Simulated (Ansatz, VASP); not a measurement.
One calculation of Mg, two programs

```
Mg
1.0
    -1.73918    1.73918    1.59085
     1.73918   -1.73918    1.59085
     1.73918    1.73918   -1.59085
Mg
1
Direct
  0.00000 0.00000 0.00000
```

Alike in both runs: task single point; functional PBE; k mesh 14 × 14 × 14; occupations gaussian, width 0.05 eV; no spin polarisation.

|  | VASP | Ansatz |
| --- | --- | --- |
| version | VASP 6.6.1 | Ansatz 0.2.0 |
| potentials or method | VASP PAW PBE potentials, release 64 (Mg), cutoff 520 eV | scalar-relativistic, plane waves, PAW |
| valence electrons in the cell | 2 | 10 |

|  | VASP | Ansatz | Ansatz less VASP |
| --- | --- | --- | --- |
| gap on the k mesh at the Fermi level (eV) | none | none | - |
| pressure (GPa) | 8.7 | 8.8 | +0.09 |
| traceless stress, the component that is largest in VASP (GPa) | 1.13 | 1.13 | -0.002 |

A gap of «none» marks a metal or a gap that the smearing closes. The functional is the same, so the differences come from potentials, cutoffs and numerics. VASP's potentials hold 2 valence electrons a cell and Ansatz's 10, so a difference there can come from the potentials and not from the codes.
